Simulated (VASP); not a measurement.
# AlN (Cm) in VASP: further runs

The runs below take AlN through single point, with PBE.

Everything below comes from runs of VASP 6.6.1. Logs are shortened: lines on timing, memory, paths and dates and some standing lists are left out, and cuts for length are marked.

### Step 1. The cell of the first run

Symmetry: Cm, No. 8, monoclinic system. The conventional cell has a = 6.226 Å, b = 6.226 Å, c = 4.403 Å, α = 90.00°, β = 90.00°, γ = 90.00°. Within 2.3 Å of Al (site symmetry m) lie 3 N at 1.74 to 1.83 Å. Within 2.6 Å of Al (site symmetry 1) lie 4 N at 1.91 Å and 1 Al at 2.57 Å. Al (site symmetry m) has 4 N at 1.91 Å and 1 Al at 2.51 Å within 2.6 Å. N (site symmetry m) has 4 Al at 1.74 to 1.91 Å within 2.3 Å. N (site symmetry 1) has 4 Al at 1.83 to 1.91 Å within 2.4 Å. N (site symmetry m) has 3 Al at 1.91 Å within 2.5 Å.

### Step 2. Single point, PBE (atom 1 (Al) moved by -0.630 Å along [1 1 0] and -0.378 Å along [0 0 1])

INCAR

```
SYSTEM = AlN
PREC = Accurate ; ENCUT = 520
EDIFF = 1E-6 ; ISMEAR = 0
SIGMA = 0.05 ; LREAL = .FALSE.
LASPH = .TRUE. ; NELM = 100
ALGO = Normal ; ISIF = 2
LWAVE = .FALSE. ; LCHARG = .TRUE.
GGA = PE ; LELF = .TRUE.
LVHAR = .TRUE. ; NBANDS = 26
```

KPOINTS

```
Automatic mesh
0
G
  6 6 6
  0 0 0
```

POSCAR

```
AlN
1.0
    4.4025164325      0.0000000000      0.0000000000
    0.0000000000     -4.4025164325      0.0000000000
    0.0000000000      0.0000000000     -4.4025164325
Al N
4 4
Direct
   -0.1011869641      0.0858599862     -0.1011869641
    0.5000000000      0.5000000000      0.0000000000
    0.5000000000      0.0000000000      0.5000000000
    0.0000000000      0.5000000000      0.5000000000
    0.7500000000      0.7500000000      0.7500000000
    0.2500000000      0.2500000000      0.7500000000
    0.2500000000      0.7500000000      0.2500000000
    0.7500000000      0.2500000000      0.2500000000
```

Potentials or basis: VASP PAW PBE potentials, release 64 (Al, N).

Run with:

```bash
cat potpaw_PBE.64/Al/POTCAR potpaw_PBE.64/N/POTCAR > POTCAR
mpirun -np 1 vasp_std > vasp.out
```

OUTCAR:

```text
SYSTEM = AlN
   PREC = Accurate
   ENCUT = 520
   EDIFF = 1E-6
   ISMEAR = 0
   LREAL = .FALSE.
   LASPH = .TRUE.
   NELM = 100
   ISIF = 2
   GGA = PE

 ion  position               nearest neighbor table
   1  0.899  0.086  0.899-   5 1.74   6 1.83   8 1.83   3 2.51   4 2.57   2 2.57   2 3.15   4 3.15
                             3 3.20   3 3.20   2 3.24   4 3.24
   2  0.500  0.500  0.000-   5 1.91   6 1.91   7 1.91   8 1.91   1 2.57   3 3.11   4 3.11   3 3.11
                             4 3.11   3 3.11   3 3.11   4 3.11   4 3.11   1 3.15   1 3.24
   3  0.500  0.000  0.500-   5 1.91   6 1.91   7 1.91   8 1.91   1 2.51   2 3.11   4 3.11   2 3.11
                             2 3.11   4 3.11   2 3.11   4 3.11   4 3.11   1 3.20   1 3.20
   4  0.000  0.500  0.500-   5 1.91   6 1.91   7 1.91   8 1.91   1 2.57   2 3.11   3 3.11   2 3.11
                             3 3.11   2 3.11   3 3.11   2 3.11   3 3.11   1 3.15   1 3.24
   5  0.750  0.750  0.750-   1 1.74   2 1.91   3 1.91   4 1.91
   6  0.250  0.250  0.750-   1 1.83   2 1.91   3 1.91   4 1.91
   7  0.250  0.750  0.250-   2 1.91   3 1.91   4 1.91
   8  0.750  0.250  0.250-   1 1.83   2 1.91   3 1.91   4 1.91

  LATTYP: Found a simple cubic cell.
 ALAT       =     4.4025164325

  Lattice vectors:

 A1 = (   4.4025164325,   0.0000000000,   0.0000000000)
 A2 = (   0.0000000000,  -4.4025164325,   0.0000000000)
 A3 = (   0.0000000000,   0.0000000000,  -4.4025164325)

Analysis of symmetry for initial positions (statically):
=====================================================================
 Subroutine PRICEL returns:
 Original cell was already a primitive cell.

 Routine SETGRP: Setting up the symmetry group for a
 simple cubic supercell.

 Subroutine GETGRP returns: Found  2 space group operations
 (whereof  2 operations were pure point group operations)
 out of a pool of 48 trial point group operations.

The static configuration has the point symmetry C_1h.

Analysis of symmetry for dynamics (positions and initial velocities):
=====================================================================
 Subroutine PRICEL returns:
 Original cell was already a primitive cell.

 Routine SETGRP: Setting up the symmetry group for a
 simple cubic supercell.

 Subroutine GETGRP returns: Found  2 space group operations
 (whereof  2 operations were pure point group operations)
 out of a pool of 48 trial point group operations.

The dynamic configuration has the point symmetry C_1h.

 Subroutine INISYM returns: Found  2 space group operations
 (whereof  2 operations are pure point group operations),
 and found     1 'primitive' translations

----------------------------------------------------------------------------------------

                                     Primitive cell

  volume of cell :      85.3302

  direct lattice vectors                    reciprocal lattice vectors
     4.402516432  0.000000000  0.000000000     0.227142821  0.000000000  0.000000000
     0.000000000 -4.402516432  0.000000000     0.000000000 -0.227142821  0.000000000
     0.000000000  0.000000000 -4.402516432     0.000000000  0.000000000 -0.227142821

  length of vectors
     4.402516432  4.402516432  4.402516432     0.227142821  0.227142821  0.227142821

  position of ions in fractional coordinates (direct lattice)
     0.898813036  0.085859986  0.898813036
     0.500000000  0.500000000  0.000000000
     0.500000000  0.000000000  0.500000000
     0.000000000  0.500000000  0.500000000
     0.750000000  0.750000000  0.750000000
     0.250000000  0.250000000  0.750000000
     0.250000000  0.750000000  0.250000000
     0.750000000  0.250000000  0.250000000

  ion indices of the primitive-cell ions
   primitive index   ion index
                 1           1
                 2           2
                 3           3
                 4           4
                 5           5
                 6           6
                 7           7
                 8           8

----------------------------------------------------------------------------------------

 KPOINTS: Automatic mesh

Automatic generation of k-mesh.
 Grid dimensions read from file:
 generate k-points for:    6    6    6

 Generating k-lattice:

  Cartesian coordinates                     Fractional coordinates (reciprocal lattice)
     0.037857137  0.000000000  0.000000000     0.166666667  0.000000000  0.000000000
     0.000000000 -0.037857137  0.000000000     0.000000000  0.166666667  0.000000000
     0.000000000  0.000000000 -0.037857137     0.000000000  0.000000000  0.166666667

  Length of vectors
     0.037857137  0.037857137  0.037857137

  Shift w.r.t. Gamma in fractional coordinates (k-lattice)
     0.000000000  0.000000000  0.000000000

 Subroutine IBZKPT returns following result:
 ===========================================

 Found     68 irreducible k-points:

 Following reciprocal coordinates:
            Coordinates               Weight
[... 92 lines left out ...]
[... 18 lines left out ...]
     25      17.8819      0.00000
     26      18.3156      0.00000

 k-point     2 :       0.1667    0.0000    0.0000
  band No.  band energies     occupation
      1      -9.3868      2.00000
      2      -7.3104      2.00000
      3      -7.1445      2.00000
      4      -5.4818      2.00000
      5       0.4526      2.00000
      6       0.5053      2.00000
[... 18 lines left out ...]
     25      17.7314      0.00000
     26      17.8627      0.00000

 k-point     3 :       0.0000    0.1667    0.0000
  band No.  band energies     occupation
      1      -9.3817      2.00000
      2      -7.3941      2.00000
      3      -7.0596      2.00000
      4      -5.4892      2.00000
      5       0.4602      2.00000
      6       0.5054      2.00000
[... 18 lines left out ...]
     25      17.7734      0.00000
     26      17.7891      0.00000

 k-point     4 :       0.3333    0.0000    0.0000
  band No.  band energies     occupation
      1      -9.0644      2.00000
      2      -7.7080      2.00000
      3      -7.1543      2.00000
      4      -5.5426      2.00000
      5       0.7843      2.00000
      6       0.9126      2.00000
[... 18 lines left out ...]
     25      16.8777      0.00000
     26      17.4900      0.00000

 k-point     5 :       0.0000    0.3333    0.0000
  band No.  band energies     occupation
      1      -9.0335      2.00000
      2      -7.8355      2.00000
      3      -7.0392      2.00000
      4      -5.5639      2.00000
      5       0.8170      2.00000
      6       0.9019      2.00000
[... 18 lines left out ...]
     25      16.8206      0.00000
     26      17.5078      0.00000

 k-point     6 :       0.5000    0.0000    0.0000
  band No.  band energies     occupation
      1      -8.7814      2.00000
      2      -8.0461      2.00000
      3      -7.1474      2.00000
      4      -5.5596      2.00000
      5       1.0373      2.00000
      6       1.2248      2.00000
[... 427 lines left out ...]
 k-point    21 :       0.3333    0.3333    0.0000
  band No.  band energies     occupation
      1      -8.6446      2.00000
      2      -7.7611      2.00000
      3      -7.4352      2.00000
      4      -5.7139      2.00000
      5      -0.1055      2.00000
      6       1.3610      2.00000
[... 18 lines left out ...]
     25      16.4404      0.00000
     26      16.7721      0.00000

 k-point    22 :       0.3333    0.0000    0.3333
  band No.  band energies     occupation
      1      -8.6679      2.00000
      2      -7.6640      2.00000
      3      -7.5160      2.00000
      4      -5.6979      2.00000
      5       0.0090      2.00000
      6       1.3003      2.00000
[... 18 lines left out ...]
     25      16.2118      0.00000
     26      16.9126      0.00000

 k-point    23 :      -0.3333    0.3333    0.0000
  band No.  band energies     occupation
      1      -8.6400      2.00000
      2      -7.7854      2.00000
      3      -7.4188      2.00000
      4      -5.7078      2.00000
      5      -0.0302      2.00000
      6       1.3706      2.00000
[... 18 lines left out ...]
     25      16.2794      0.00000
     26      16.9852      0.00000

 k-point    24 :      -0.3333    0.0000    0.3333
  band No.  band energies     occupation
      1      -8.6710      2.00000
      2      -7.6354      2.00000
      3      -7.5373      2.00000
      4      -5.7040      2.00000
      5      -0.0785      2.00000
      6       1.2723      2.00000
[... 18 lines left out ...]
     25      16.3504      0.00000
     26      16.7602      0.00000

 [... further k-points ...]

------------------------ aborting loop because EDIFF is reached ----------------------------------------

  FORCE on cell =-STRESS in cart. coord.  units (eV):
  Direction    XX          YY          ZZ          XY          YZ          ZX
  --------------------------------------------------------------------------------------
  -------------------------------------------------------------------------------------
  Total        2.8568751      4.7390842      2.8568751     -0.3539769      0.3539768     -0.9181069
  in kB       53.6412495     88.9819771     53.6412495     -6.6463390      6.6463388    -17.2385556
  external PRESSURE =      65.4214921 kB  Pullay stress =       0.0000000 kB

 VOLUME and BASIS-vectors are now :
 -----------------------------------------------------------------------------
  energy-cutoff  :      520.00
  volume of cell :       85.33
      direct lattice vectors                 reciprocal lattice vectors
     4.402516432  0.000000000  0.000000000     0.227142821  0.000000000  0.000000000
     0.000000000 -4.402516432  0.000000000     0.000000000 -0.227142821  0.000000000
     0.000000000  0.000000000 -4.402516432     0.000000000  0.000000000 -0.227142821

 POSITION                                       TOTAL-FORCE (eV/Angst)
 -----------------------------------------------------------------------------------
      3.95704     -0.37800     -3.95704         4.336772      2.134894     -4.336772
      2.20126     -2.20126      0.00000        -2.238489     -2.062526     -1.479229
      2.20126      0.00000     -2.20126        -2.439360      1.367613      2.439360
      0.00000     -2.20126     -2.20126         1.479229     -2.062526      2.238489
      3.30189     -3.30189     -3.30189        -1.102182      1.293821      1.102182
      1.10063     -1.10063     -3.30189         0.162707     -0.530414      0.587415
      1.10063     -3.30189     -1.10063         0.388737      0.389553     -0.388737
      3.30189     -1.10063     -1.10063        -0.587415     -0.530414     -0.162707
 -----------------------------------------------------------------------------------
    total drift:                                0.000044     -0.000210     -0.000044

  FREE ENERGIE OF THE ION-ELECTRON SYSTEM (eV)
  ---------------------------------------------------
  free  energy   TOTEN  =       -56.3401080174 eV

  energy  without entropy=      -56.3383820885  energy(sigma->0) =      -56.33924505
```

Wall time 1.7 min (1 thread of Intel Xeon Platinum 8488C (Sapphire Rapids), shared host); peak memory 0.26 GiB.

Results:

```
Free energy            : -56.3401 eV
Pressure               : 6.5 GPa
Largest force          : 6.494 eV/Å
Band gap on the k mesh : zero (bands 16 and 17 overlap by 0.34 eV)
```

Forces in eV/Å, atoms in the order of the input:
```
Al   4.337  2.135 -4.337
Al  -2.238 -2.063 -1.479
Al  -2.439  1.368  2.439
Al   1.479 -2.063  2.238
N   -1.102  1.294  1.102
N    0.163 -0.530  0.587
N    0.389  0.390 -0.389
N   -0.587 -0.530 -0.163
```

Levels at points of the mesh, in eV from the Fermi level:
```tsv
k point	band 13	band 14	band 15	band 16	band 17	band 18	band 19	band 20
(0.00, 0.00, 0.00)	-2.69	-1.02	-0.92	-0.92	0.06	3.18	3.24	3.42
(0.50, 0.00, 0.00)	-2.70	-2.61	-1.42	-0.66	1.78	5.40	5.70	5.75
(0.00, 0.50, 0.00)	-2.58	-2.54	-1.48	-0.70	1.67	5.35	5.66	5.84
(0.50, 0.50, 0.00)	-2.16	-1.85	-1.13	-0.34	3.36	5.86	6.88	7.31
(0.50, 0.00, 0.50)	-2.14	-1.70	-1.20	-0.41	3.42	5.87	6.90	7.40
(0.50, 0.50, 0.50)	-1.62	-0.91	-0.89	0.17	4.67	4.70	4.87	5.91
```

Caveat: the cell differs from its parent crystal (atom 1 (Al) moved by -0.630 Å along [1 1 0] and -0.378 Å along [0 0 1]); the cell stands under pressure; semilocal functionals underestimate gaps, and a narrow one can read as zero; forces of over 1 eV/Å act on the atoms, so gaps and moduli don't describe the material at rest.

### Step 3. Single point, PBE (atom 1 (Al) moved by -0.504 Å along [1 1 0] and -0.378 Å along [0 0 1])

INCAR

```
SYSTEM = AlN
ALGO = Normal
EDIFF = 1E-6
ENCUT = 520
GGA = PE
ISIF = 2
ISMEAR = 0
LASPH = .True.
LCHARG = .False.
LREAL = .False.
LWAVE = .False.
NBANDS = 26
NELM = 100
PREC = Accurate
SIGMA = 0.05
```

KPOINTS

```
k-points
0
Gamma
  6 6 6
  0 0 0
```

Changes to POSCAR since step 2:

```diff
@@ -8,3 +8,3 @@
 Direct
-   -0.1011869641      0.0858599862     -0.1011869641
+   -0.0809495713      0.0858599862     -0.0809495713
     0.5000000000      0.5000000000      0.0000000000
```

Potentials or basis: VASP PAW PBE potentials, release 64 (Al, N).

Run with:

```bash
cat potpaw_PBE.64/Al/POTCAR potpaw_PBE.64/N/POTCAR > POTCAR
mpirun -np 1 vasp_std > vasp.out
```

Wall time 99 s (1 thread of Intel Xeon Platinum 8488C (Sapphire Rapids), shared host); peak memory 0.26 GiB.

The run converged. Its results:

| Property | Result |
| --- | --- |
| Free energy | -57.0106 eV |
| Pressure | 5.3 GPa |
| Largest force | 6.047 eV/Å |
| Band gap on the k mesh | zero (bands 16 and 17 overlap by 0.10 eV) |

Forces in eV/Å, atoms in the order of the input:
```
Al   3.265  3.905 -3.265
Al  -1.986 -2.052 -1.341
Al  -1.942  1.386  1.942
Al   1.341 -2.052  1.986
N   -0.645  0.261  0.645
N    0.577 -0.820  0.807
N    0.197  0.192 -0.197
N   -0.807 -0.820 -0.577
```

Stress tensor (GPa, compression positive):
```
 5.67  0.08  0.64
 0.08  4.64 -0.08
 0.64 -0.08  5.67
```

Levels at points of the mesh, in eV from the Fermi level:
| k point | band 12 | band 13 | band 14 | band 15 | band 16 | band 17 | band 18 | band 19 | band 20 | band 21 |
| --- | --- | --- | --- | --- | --- | --- | --- | --- | --- | --- |
| (0.00, 0.00, 0.00) | -2.90 | -2.69 | -0.93 | -0.93 | -0.65 | -0.03 | 3.09 | 3.14 | 3.30 | 6.87 |
| (0.50, 0.00, 0.00) | -2.70 | -2.65 | -2.63 | -1.47 | -0.79 | 2.06 | 5.32 | 5.61 | 5.69 | 7.73 |
| (0.00, 0.50, 0.00) | -2.76 | -2.67 | -2.66 | -1.45 | -0.77 | 2.09 | 5.35 | 5.64 | 5.64 | 7.72 |
| (0.50, 0.50, 0.00) | -2.83 | -2.20 | -1.81 | -1.17 | -0.47 | 3.73 | 6.22 | 6.98 | 7.33 | 7.38 |
| (0.50, 0.00, 0.50) | -2.88 | -2.21 | -1.86 | -1.15 | -0.45 | 3.71 | 6.22 | 6.98 | 7.28 | 7.40 |
| (0.50, 0.50, 0.50) | -1.74 | -1.71 | -0.92 | -0.91 | 0.07 | 4.98 | 5.00 | 5.16 | 5.89 | 6.73 |

Caveat: the cell differs from its parent crystal (atom 1 (Al) moved by -0.504 Å along [1 1 0] and -0.378 Å along [0 0 1]); the cell stands under pressure; semilocal functionals underestimate gaps, and a narrow one can read as zero; forces of over 1 eV/Å act on the atoms, so gaps and moduli don't describe the material at rest.

### Step 4. Single point, PBE (atom 1 (Al) moved by -0.630 Å along [1 1 0] and -0.504 Å along [0 0 1])

INCAR

```
SYSTEM = AlN
ALGO = Normal ; EDIFF = 1E-6
ENCUT = 520 ; GGA = PE
ISIF = 2 ; ISMEAR = 0
LASPH = .True. ; LCHARG = .False.
LREAL = .False. ; LWAVE = .False.
NBANDS = 26 ; NELM = 80
PREC = Accurate ; SIGMA = 0.05
```

KPOINTS is that of step 3.

Changes to POSCAR since step 3:

```diff
@@ -8,3 +8,3 @@
 Direct
-   -0.0809495713      0.0858599862     -0.0809495713
+   -0.1011869641      0.1144799816     -0.1011869641
     0.5000000000      0.5000000000      0.0000000000
```

Run with:

```bash
cat potpaw_PBE.64/Al/POTCAR potpaw_PBE.64/N/POTCAR > POTCAR
mpirun -np 1 vasp_std > vasp.out
```

Run time: 95 s. Hardware: 1 thread of Intel Xeon Platinum 8488C (Sapphire Rapids), shared host; peak memory 0.26 GiB.

Results (log left out):

```yaml
Free_energy: -55.8939 eV
Pressure: 7.2 GPa
Largest_force: 6.570 eV/Å
Band_gap_on_the_k_mesh: zero (bands 16 and 17 overlap by 0.35 eV)
```

Forces in eV/Å, atoms in the order of the input:
```
Al   3.203  4.760 -3.203
Al  -2.453 -2.576 -1.469
Al  -2.249  1.542  2.249
Al   1.469 -2.576  2.453
N   -0.445 -0.024  0.445
N    0.764 -0.820  0.796
N    0.507  0.516 -0.507
N   -0.796 -0.820 -0.764
```

Stress tensor (GPa, compression positive):
```
 8.19  1.01  0.87
 1.01  5.19 -1.01
 0.87 -1.01  8.19
```

Levels at points of the mesh, in eV from the Fermi level:
| k point | band 12 | band 13 | band 14 | band 15 | band 16 | band 17 | band 18 | band 19 | band 20 | band 21 |
| --- | --- | --- | --- | --- | --- | --- | --- | --- | --- | --- |
| (0.00, 0.00, 0.00) | -2.79 | -2.71 | -1.26 | -0.94 | -0.93 | 0.08 | 3.22 | 3.34 | 3.42 | 6.60 |
| (0.50, 0.00, 0.00) | -2.71 | -2.63 | -2.57 | -1.47 | -0.65 | 1.51 | 5.39 | 5.74 | 5.82 | 7.29 |
| (0.00, 0.50, 0.00) | -2.78 | -2.78 | -2.61 | -1.43 | -0.62 | 1.61 | 5.45 | 5.71 | 5.78 | 7.27 |
| (0.50, 0.50, 0.00) | -3.00 | -2.15 | -1.75 | -1.20 | -0.35 | 3.18 | 5.59 | 6.80 | 7.37 | 7.43 |
| (0.50, 0.00, 0.50) | -3.10 | -2.16 | -1.87 | -1.14 | -0.29 | 3.12 | 5.58 | 6.78 | 7.29 | 7.49 |
| (0.50, 0.50, 0.50) | -1.70 | -1.62 | -0.93 | -0.91 | 0.19 | 4.44 | 4.51 | 4.63 | 5.91 | 6.72 |

Caveat: the cell differs from its parent crystal (atom 1 (Al) moved by -0.630 Å along [1 1 0] and -0.504 Å along [0 0 1]); the cell stands under pressure; semilocal functionals underestimate gaps, and a narrow one can read as zero; forces of over 1 eV/Å act on the atoms, so gaps and moduli don't describe the material at rest.

### Step 5. The runs side by side

```csv
cell,gap on the mesh (eV),pressure (GPa),largest force (eV/Å)
"as given, atomic positions A",none,6.5,6.49
"as given, atomic positions B",none,5.3,6.05
"as given, atomic positions C",none,7.2,6.57
```

Alike in all rows: task single point; level PBE; potentials or basis VASP PAW PBE potentials, release 64 (Al, N); no spin polarisation; k mesh 6 × 6 × 6; cutoff (eV) 520; smearing gaussian 0.05 eV.

Caveats: the cell stands under pressure; semilocal functionals underestimate gaps, and a narrow one can read as zero; forces of over 1 eV/Å act on the atoms, so gaps and moduli don't describe the material at rest.

Total energies depend on the potentials used, so only differences within one code and one set of settings carry meaning.
